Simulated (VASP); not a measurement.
# Ti2Al6H in VASP: a series of runs

Ti2Al6H is run at these levels: PBE+D3(BJ); tasks: single point.

Everything below comes from runs of VASP 6.6.1. Logs are shortened: lines on timing, memory, paths and dates and some standing lists are left out, and cuts for length are marked.

## 1. The cell of the first run

The cell holds a slab with vacuum, 9 atoms: a = 5.024 Å, b = 5.024 Å, c = 21.219 Å, α = 90.00°, β = 90.00°, γ = 64.55°.

## 2. Single point, PBE+D3(BJ)

INCAR reads:

```
SYSTEM = Ti2Al6H
PREC     = Accurate       ! precision mode
ENCUT    = 520            ! plane-wave cutoff, eV
EDIFF    = 1E-6           ! SCF threshold, eV
ISMEAR   = 0              ! smearing method
SIGMA    = 0.1            ! smearing width, eV
LREAL    = .False.        ! projectors in reciprocal space
LASPH    = .True.         ! aspherical terms in the spheres
NELM     = 60             ! most SCF steps
ALGO     = Normal         ! electronic algorithm
ISIF     = 2              ! what is computed and relaxed
LWAVE    = .False.        ! write WAVECAR
LCHARG   = .True.         ! write CHGCAR
LDIPOL   = .True.       
IDIPOL   = 3            
DIPOL    = 0.5 0.5 0.311
GGA      = PE             ! functional
IVDW     = 12             ! dispersion correction
LELF     = .True.         ! ELF
LVHAR    = .True.       
LVACPOTAV= .True.       
NBANDS   = 32             ! bands
```

KPOINTS reads:

```
regular mesh
0
Gamma
  6 6 1
  0 0 0
```

POSCAR reads:

```
Ti2Al6H
1.0
    5.0241861190      0.0000000000      0.0000000000
    2.1588814530      4.5367033218      0.0000000000
    0.0000000000      0.0000000000     21.2187109014
Al Ti H
6 2 1
Direct
    0.5000000000      0.0000000000      0.1885128658
    0.0000000000      0.5000000000      0.1885128658
    0.0000000000      0.0000000000      0.2517328341
    0.0000000000      0.5000000000      0.3193548961
    0.5000000000      0.0000000000      0.3193548961
    0.5000000000      0.5000000000      0.3826203646
    0.5000000000      0.5000000000      0.2517328341
    0.0000000000      0.0000000000      0.3797002555
    0.5000000000      0.5000000000      0.5145793706
```

Potentials or basis: VASP PAW PBE potentials, release 64 (Al, Ti_sv, H).

Command:

```sh
$ cat potpaw_PBE.64/Al/POTCAR potpaw_PBE.64/Ti_sv/POTCAR potpaw_PBE.64/H/POTCAR > POTCAR
$ mpirun -np 1 vasp_std > vasp.out
```

OUTCAR:

```text
SYSTEM = Ti2Al6H
   PREC = Accurate
   ENCUT = 520
   EDIFF = 1E-6
   ISMEAR = 0
   LREAL = .False.
   LASPH = .True.
   NELM = 60
   ISIF = 2
   GGA = PE
   IVDW = 12
 IVDW          = 12

 ion  position               nearest neighbor table
   1  0.500  0.000  0.189-   2 2.68   2 2.68   5 2.78   7 2.85   7 2.85   3 2.85   3 2.85
   2  0.000  0.500  0.189-   1 2.68   1 2.68   4 2.78   3 2.85   3 2.85   7 2.85   7 2.85
   3  0.000  0.000  0.252-   7 2.68   7 2.68   8 2.72   2 2.85   2 2.85   1 2.85   1 2.85   4 2.89
                             4 2.89   5 2.89   5 2.89
   4  0.000  0.500  0.319-   5 2.68   5 2.68   2 2.78   8 2.82   8 2.82   6 2.85   6 2.85   3 2.89
                             3 2.89   7 2.89   7 2.89
   5  0.500  0.000  0.319-   4 2.68   4 2.68   1 2.78   8 2.82   8 2.82   6 2.85   6 2.85   7 2.89
                             7 2.89   3 2.89   3 2.89
   6  0.500  0.500  0.383-   8 2.68   8 2.68   7 2.78   5 2.85   5 2.85   4 2.85   4 2.85
   7  0.500  0.500  0.252-   3 2.68   3 2.68   6 2.78   1 2.85   1 2.85   2 2.85   2 2.85   5 2.89
                             5 2.89   4 2.89   4 2.89
   8  0.000  0.000  0.380-   6 2.68   6 2.68   3 2.72   4 2.82   4 2.82   5 2.82   5 2.82
   9  0.500  0.500  0.515-

  LATTYP: Found a base centered orthorhombic cell.
 ALAT       =     5.3657849248
 B/A-ratio  =     1.5833231892
 C/A-ratio  =     3.9544467769

  Lattice vectors:

 A1 = (  -2.1588814530,  -4.5367033218,   0.0000000000)
 A2 = (   5.0241861190,   0.0000000000,   0.0000000000)
 A3 = (   0.0000000000,   0.0000000000,  21.2187109014)

Analysis of symmetry for initial positions (statically):
=====================================================================
 Subroutine PRICEL returns:
 Original cell was already a primitive cell.

 Routine SETGRP: Setting up the symmetry group for a
 base centered orthorhombic supercell.

 Subroutine GETGRP returns: Found  4 space group operations
 (whereof  4 operations were pure point group operations)
 out of a pool of  8 trial point group operations.

The static configuration has the point symmetry C_2v.

Analysis of symmetry for dynamics (positions and initial velocities):
=====================================================================
 Subroutine PRICEL returns:
 Original cell was already a primitive cell.

 Routine SETGRP: Setting up the symmetry group for a
 base centered orthorhombic supercell.

 Subroutine GETGRP returns: Found  4 space group operations
 (whereof  4 operations were pure point group operations)
 out of a pool of  8 trial point group operations.

The dynamic configuration has the point symmetry C_2v.

 Subroutine INISYM returns: Found  4 space group operations
 (whereof  4 operations are pure point group operations),
 and found     1 'primitive' translations

----------------------------------------------------------------------------------------

                                     Primitive cell

  volume of cell :     483.6432

  direct lattice vectors                    reciprocal lattice vectors
     5.024186119  0.000000000  0.000000000     0.199037212 -0.094715858  0.000000000
     2.158881453  4.536703322  0.000000000     0.000000000  0.220424376  0.000000000
     0.000000000  0.000000000 21.218710901     0.000000000  0.000000000  0.047128216

  length of vectors
     5.024186119  5.024186119 21.218710901     0.220424376  0.220424376  0.047128216

  position of ions in fractional coordinates (direct lattice)
     0.500000000  0.000000000  0.188512866
     1.000000000  0.500000000  0.188512866
     0.000000000  0.000000000  0.251732834
     1.000000000  0.500000000  0.319354896
     0.500000000  0.000000000  0.319354896
     0.500000000  0.500000000  0.382620365
     0.500000000  0.500000000  0.251732834
     0.000000000  0.000000000  0.379700255
     0.500000000  0.500000000  0.514579371

  ion indices of the primitive-cell ions
   primitive index   ion index
                 1           1
                 2           2
                 3           3
                 4           4
                 5           5
                 6           6
                 7           7
                 8           8
                 9           9

----------------------------------------------------------------------------------------

 KPOINTS: regular mesh

Automatic generation of k-mesh.
 Grid dimensions read from file:
 generate k-points for:    6    6    1

 Generating k-lattice:

  Cartesian coordinates                     Fractional coordinates (reciprocal lattice)
     0.033172869 -0.015785976  0.000000000     0.166666667 -0.000000000  0.000000000
     0.000000000  0.036737396  0.000000000     0.000000000  0.166666667  0.000000000
     0.000000000  0.000000000  0.047128216     0.000000000  0.000000000  1.000000000

  Length of vectors
     0.036737396  0.036737396  0.047128216

  Shift w.r.t. Gamma in fractional coordinates (k-lattice)
     0.000000000  0.000000000  0.000000000

 Subroutine IBZKPT returns following result:
 ===========================================

 Found     13 irreducible k-points:

 Following reciprocal coordinates:
            Coordinates               Weight
  0.000000  0.000000  0.000000      1.000000
  0.166667  0.000000  0.000000      4.000000
  0.333333  0.000000  0.000000      4.000000
  0.500000  0.000000  0.000000      2.000000
  0.166667  0.166667  0.000000      2.000000
  0.333333  0.166667  0.000000      4.000000
  0.500000  0.166667  0.000000      4.000000
 -0.333333  0.166667  0.000000      4.000000
 -0.166667  0.166667  0.000000      2.000000
  0.333333  0.333333  0.000000      2.000000
  0.500000  0.333333  0.000000      4.000000
 -0.333333  0.333333  0.000000      2.000000
  0.500000  0.500000  0.000000      1.000000
   k-points           NKPTS =     13   k-points in BZ     NKDIM =     13   number of bands    NBANDS=     32
   number of dos      NEDOS =    301   number of ions     NIONS =      9
   total plane-waves  NPLWV = 256000
   dimension x,y,z NGX =    40 NGY =   40 NGZ =  160
   dimension x,y,z NGXF=    80 NGYF=   80 NGZF=  320
   ions per type =               6   2   1
   NGX,Y,Z   is equivalent  to a cutoff of  13.24, 13.24, 12.54 a.u.
   NGXF,Y,Z  is equivalent  to a cutoff of  26.47, 26.47, 25.07 a.u.
 SYSTEM =  Ti2Al6H
   PREC   = accura    normal or accurate (medium, high low for compatibility)
   ISTART =      0    job   : 0-new  1-cont  2-samecut
   ICHARG =      2    charge: 1-file 2-atom 10-const
   ISPIN  =      1    spin polarized calculation?
   LNONCOLLINEAR =      F non collinear calculations
   LSORBIT =      F    spin-orbit coupling
   LASPH  =      T    aspherical Exc in radial PAW
   ENCUT  =  520.0 eV  38.22 Ry    6.18 a.u.   9.34  9.34 39.45*2*pi/ulx,y,z
   NELM   =     60;   NELMIN=  2; NELMDL= -5     # of ELM steps
   EDIFF  = 0.1E-05   stopping-criterion for ELM
   LREAL  =      F    real-space projection
   EDIFFG = 0.1E-04   stopping-criterion for IOM
   NSW    =      0    number of steps for IOM
   IBRION =     -1    ionic relax: 0-MD 1-quasi-New 2-CG
   NFREE  =      0    steps in history (QN), initial steepest desc. (CG)
   ISIF   =      2    stress and relaxation
   ISYM   =      2    0-nonsym 1-usesym 2-fastsym
   POTIM  = 0.5000    time-step for ionic-motion
   TEBEG  =    0.0;   TEEND  =   0.0 temperature during run
   PSTRESS=    0.0 pullay stress
   NELECT =      43.0000    total number of electrons
   NUPDOWN=      -1.0000    fix difference up-down
   EMIN   =  10.00;   EMAX   =-10.00  energy-range for DOS
   EFERMI =   0.00;   METHOD = LEGACY
   ISMEAR =     0;   SIGMA  =   0.10  broadening in eV -4-tet -1-fermi 0-gaus
   EFERMI_NEDOS =   21; number of points for ismear=-14 and -15
   IALGO  =     38    algorithm
   IMIX   =      4    mixing-type and parameters
     AMIX     =   0.40;   BMIX     =  1.00
     AMIX_MAG =   1.60;   BMIX_MAG =  1.00
  volume/ion in A,a.u.               =      53.74       362.64
  Fermi-wavevector in a.u.,A,eV,Ry     =   0.730672  1.380770  7.263905  0.533882
  Thomas-Fermi vector in A             =   1.822700
   LORBIT       =      0    0 simple, 1 ext, 2 COOP (PROOUT), +10 PAW based schemes
   GGA     = PE    functional components
   LHFCALC =     F    Hartree Fock is set to
   AEXX    =    0.0000 exact exchange contribution
   IVDW    =    12    specifies the selected vdW correction
   LEPSILON=     F    determine dielectric tensor
   LRPA    =     F    only Hartree local field effects (RPA)
 non-spin polarized calculation
 Gauss-broadening in eV      SIGMA  =   0.10
  energy-cutoff  :      520.00
  volume of cell :      483.64
 maximum number of plane-waves:     13072
 NGX is ok and might be reduce to    40
   NGX = 19   NGY = 19   NGZ = 79

 dipolmoment           0.000000      0.000000     -0.001234 electrons x Angstroem

 number of electron      43.0000009 magnetization

 dipolmoment           0.000000      0.000000      0.180935 electrons x Angstroem

 Free energy of the ion-electron system (eV)
  ---------------------------------------------------
  ext. energy  EPLUGINS =         0.00000000
  ---------------------------------------------------
  free energy    TOTEN  =       -37.48014039 eV

  energy without entropy =      -37.44804969  energy(sigma->0) =      -37.46409504

 E-fermi :  -1.2540     XC(G=0):  -4.0422

 val. band max:       -1.2665875952   @ k =   0.3333   0.1667   0.0000
 cond. band min:      -1.1981058774   @ k =   0.3333   0.3333   0.0000
 fundamental gap:      0.0684817178
 Fermi energy:        -1.2540091465

 k-point     1 :       0.0000    0.0000    0.0000
  band No.  band energies     occupation
      1     -58.2498      2.00000
      2     -57.8373      2.00000
      3     -34.7161      2.00000
      4     -34.5084      2.00000
      5     -34.3760      2.00000
      6     -34.2529      2.00000
[... 24 lines left out ...]
     31       1.3261      0.00000
     32       1.5769      0.00000

 k-point     2 :       0.1667    0.0000    0.0000
  band No.  band energies     occupation
      1     -58.2498      2.00000
      2     -57.8373      2.00000
      3     -34.7161      2.00000
      4     -34.5085      2.00000
      5     -34.3764      2.00000
      6     -34.2528      2.00000
[... 24 lines left out ...]
     31       1.6484      0.00000
     32       1.8593      0.00000

 k-point     3 :       0.3333    0.0000    0.0000
  band No.  band energies     occupation
      1     -58.2497      2.00000
      2     -57.8372      2.00000
      3     -34.7160      2.00000
      4     -34.5088      2.00000
      5     -34.3772      2.00000
      6     -34.2525      2.00000
[... 24 lines left out ...]
     31       1.6113      0.00000
     32       1.9970      0.00000

 k-point     4 :       0.5000    0.0000    0.0000
  band No.  band energies     occupation
      1     -58.2497      2.00000
      2     -57.8372      2.00000
      3     -34.7160      2.00000
      4     -34.5089      2.00000
      5     -34.3776      2.00000
      6     -34.2524      2.00000
[... 269 lines left out ...]
     31       1.8212      0.00000
     32       2.0439      0.00000

 k-point    12 :      -0.3333    0.3333    0.0000
  band No.  band energies     occupation
      1     -58.2497      2.00000
      2     -57.8372      2.00000
      3     -34.7160      2.00000
      4     -34.5092      2.00000
      5     -34.3773      2.00000
      6     -34.2524      2.00000
[... 24 lines left out ...]
     31       1.5274      0.00000
     32       2.2100      0.00000

 k-point    13 :       0.5000    0.5000    0.0000
  band No.  band energies     occupation
      1     -58.2497      2.00000
      2     -57.8372      2.00000
      3     -34.7159      2.00000
      4     -34.5094      2.00000
      5     -34.3765      2.00000
      6     -34.2526      2.00000
[... 24 lines left out ...]
     31       1.9782      0.00000
     32       2.0409      0.00000

------------------------ aborting loop because EDIFF is reached ----------------------------------------

 Edisp (eV)   -2.03024

 E8    (eV) :    -0.9659

  FORCE on cell =-STRESS in cart. coord.  units (eV):
  Direction    XX          YY          ZZ          XY          YZ          ZX
  --------------------------------------------------------------------------------------
  -------------------------------------------------------------------------------------
  Total      -4.06741    -2.45386    -6.58373    -1.69537     0.00000     0.00000
  in kB     -13.47422    -8.12896   -21.81009    -5.61630     0.00000     0.00000
  external pressure =      -14.47 kB  Pullay stress =        0.00 kB

 VOLUME and BASIS-vectors are now :
 -----------------------------------------------------------------------------
  energy-cutoff  :      520.00
  volume of cell :      483.64
      direct lattice vectors                 reciprocal lattice vectors
     5.024186119  0.000000000  0.000000000     0.199037212 -0.094715858  0.000000000
     2.158881453  4.536703322  0.000000000     0.000000000  0.220424376  0.000000000
     0.000000000  0.000000000 21.218710901     0.000000000  0.000000000  0.047128216

 POSITION                                       TOTAL-FORCE (eV/Angst)
 -----------------------------------------------------------------------------------
      2.51209      0.00000      4.00000        -0.000000      0.000000      0.570800
      1.07944      2.26835      4.00000        -0.000000      0.000000      0.570800
      0.00000      0.00000      5.34145        -0.000000      0.000000     -0.510444
      1.07944      2.26835      6.77630        -0.000000      0.000000     -0.021772
      2.51209      0.00000      6.77630        -0.000000      0.000000     -0.021772
      3.59153      2.26835      8.11871         0.000000      0.000000      0.638926
      3.59153      2.26835      5.34145         0.000000      0.000000     -0.283292
      0.00000      0.00000      8.05675         0.000000      0.000000      0.513251
      3.59153      2.26835     10.91871        -0.000000      0.000000     -1.456497
 -----------------------------------------------------------------------------------
    total drift:                                0.000000      0.000000     -0.000517

  FREE ENERGIE OF THE ION-ELECTRON SYSTEM (eV)
  ---------------------------------------------------
  free  energy   TOTEN  =       -39.5103805203 eV

  energy  without entropy=      -39.4782898153  energy(sigma->0) =      -39.49433517

 vacuum level on the upper side and lower side of the slab         4.352         2.916
```

It took 3.9 min on 1 thread of Intel Xeon 6975P-C (Granite Rapids), shared host; peak memory 0.64 GiB.

What came out:

```yaml
Free_energy: -39.5104 eV
Largest_force: 1.456 eV/Å
Dispersion_energy_per_atom: -0.226 eV
```

Forces on the atoms (eV/Å):
```
Al   0.000  0.000  0.571
Al   0.000  0.000  0.571
Al   0.000  0.000 -0.510
Al   0.000  0.000 -0.022
Al   0.000  0.000 -0.022
Al   0.000  0.000  0.639
Ti   0.000  0.000 -0.283
Ti   0.000  0.000  0.513
H    0.000  0.000 -1.456
```

## 3. Single point, PBE+D3(BJ)

INCAR reads:

```
PREC = Accurate ; ENCUT = 520
EDIFF = 1E-7 ; ISMEAR = 0
SIGMA = 0.1 ; LREAL = False
LASPH = True ; NELM = 80
ALGO = Normal ; ISIF = 2
LWAVE = False ; LCHARG = False
LDIPOL = True ; IDIPOL = 3
DIPOL = 0.5 0.5 0.311 ; GGA = PE
IVDW = 12 ; NBANDS = 32
```

KPOINTS reads:

```
Automatic mesh
0
Gamma
  6 6 1
```

POSCAR: that of step 2 with these lines changed.

```diff
@@ -16,2 +16,2 @@
     0.0000000000      0.0000000000      0.3797002555
-    0.5000000000      0.5000000000      0.5145793706
+    1.0000000000      1.0000000000      0.5145793706
```

Potentials or basis: VASP PAW PBE potentials, release 64 (Al, Ti_sv, H).

Command:

```sh
$ cat potpaw_PBE.64/Al/POTCAR potpaw_PBE.64/Ti_sv/POTCAR potpaw_PBE.64/H/POTCAR > POTCAR
$ mpirun -np 1 vasp_std > vasp.out
```

Run time: 4.8 min. Hardware: 1 thread of Intel Xeon 6975P-C (Granite Rapids), shared host; peak memory 0.63 GiB.

It converged, with:

| Item | Value |
| --- | --- |
| Free energy | -39.5601 eV |
| Largest force | 1.521 eV/Å |
| Dispersion energy per atom | -0.226 eV |

Forces on the atoms (eV/Å):
```
Al   0.000  0.000  0.505
Al   0.000  0.000  0.505
Al   0.000  0.000 -0.505
Al   0.000  0.000 -0.057
Al   0.000  0.000 -0.057
Al   0.000  0.000  0.288
Ti   0.000  0.000 -0.585
Ti   0.000  0.000  1.425
H    0.000  0.000 -1.521
```

Levels at points of the mesh, in eV from the Fermi level:
```
           k point  band 19  band 20  band 21  band 22  band 23  band 24  band 25  band 26
(0.00, 0.00, 0.00)    -0.99    -0.87    -0.42    -0.23    -0.14     0.97     1.10     1.85
(0.50, 0.00, 0.00)    -0.39    -0.23    -0.11    -0.04     0.37     0.83     1.04     1.33
(0.50, 0.50, 0.00)    -0.33    -0.19     0.44     0.48     0.51     0.59     0.76     0.83
```
